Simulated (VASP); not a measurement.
Here is a VASP 6.6.1 calculation.

Contents of INCAR:

```
PREC = Accurate
ENCUT = 520
EDIFF = 1E-6
ISMEAR = -1
SIGMA = 0.08
LREAL = False
LASPH = True
NELM = 100
ALGO = Normal
ISIF = 2
LWAVE = False
LCHARG = True
LDIPOL = True
IDIPOL = 3
DIPOL = 0.5 0.5 0.500
GGA = PE
LELF = True
LVHAR = True
LVACPOTAV = True
NBANDS = 51
```

Contents of KPOINTS:

```
regular mesh
0
Gamma
  11 11 1
```

Contents of POSCAR:

```
W
1.0
    3.1834185694      0.0000000000      0.0000000000
    0.0000000000      3.1834185694      0.0000000000
    0.0000000000      0.0000000000     23.9585000000
W
6
Direct
    0.2500000000      0.2500000000      0.3404682231
    0.7500000000      0.7500000000      0.3990730829
    0.2500000000      0.2500000000      0.4678512185
    0.7500000000      0.7500000000      0.5321487837
    0.2500000000      0.2500000000      0.6009269158
    0.7500000000      0.7500000000      0.6595317760
```

Potentials or basis: VASP PAW PBE potentials, release 64 (W_sv).

Launch:

```console
$ cat potpaw_PBE.64/W_sv/POTCAR > POTCAR
$ mpirun -np 1 vasp_std > vasp.out
```

Question: What does it give for the largest force?

Answer: 0.044 eV/Å.

Question: Estimate the band gap on the k mesh.

Answer: Zero (bands 42 and 43 overlap by 1.80 eV).

Forces on the atoms (eV/Å):
```
W    0.000  0.000 -0.044
W    0.000  0.000  0.000
W    0.000  0.000 -0.007
W    0.000  0.000  0.007
W    0.000  0.000  0.000
W    0.000  0.000  0.044
```

Caveat: spin-orbit coupling is left out, which moves the levels of the heavy elements.
